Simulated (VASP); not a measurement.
Wanted: the native input for a VASP 6.6.1 run.

```yaml
Task: single point
Functional: PBE
Potentials_or_basis: VASP PAW PBE potentials, release 64 (Mg, O)
Cutoff: 520 eV
k_mesh: 9 × 9 × 8
Occupations: gaussian, width 0.05 eV
Spin: no spin polarisation
Dipole_correction: no
Further_INCAR_settings: ALGO = Normal; EDIFF = 1e-07; NBANDS = 11
```

The structure of MgO lies in POSCAR:

```
MgO
1.0
    2.9820912170      0.0000000000      0.0000000000
   -1.4910456085      2.5825667503      0.0000000000
    0.0000000000      0.0000000000      2.6796800000
Mg O
1 1
Direct
    0.0000000000      0.0000000000      0.0000000000
    0.3333333333      0.6666666667      0.5000000000
```

This cell differs from its parent crystal: strain +0.015 along x and y, +0.000 along z.

These files were run (other wordings do the same):

INCAR

```
SYSTEM = MgO
PREC = Accurate ; ENCUT = 520
EDIFF = 1E-7 ; ISMEAR = 0
SIGMA = 0.05 ; LREAL = .False.
LASPH = .True. ; NELM = 80
ALGO = Normal ; ISIF = 2
LWAVE = .False. ; LCHARG = .False.
GGA = PE ; NBANDS = 11
```

KPOINTS

```
Automatic mesh
0
Gamma
  9 9 8
  0 0 0
```

Potentials or basis: VASP PAW PBE potentials, release 64 (Mg, O).

Command:

```console
$ cat potpaw_PBE.64/Mg/POTCAR potpaw_PBE.64/O/POTCAR > POTCAR
$ mpirun -np 1 vasp_std > vasp.out
```

Results of the run:

```
Pressure               : -4.2 GPa
Band gap on the k mesh : 2.70 eV, indirect (least direct gap 3.07 eV)
```

Caveat: the cell differs from its parent crystal (strain +0.015 along x and y, +0.000 along z).

Run time: 9.5 s on 1 thread of AMD EPYC 7R13 Processor (Zen 3), with other jobs on the host, peak memory 0.11 GiB.
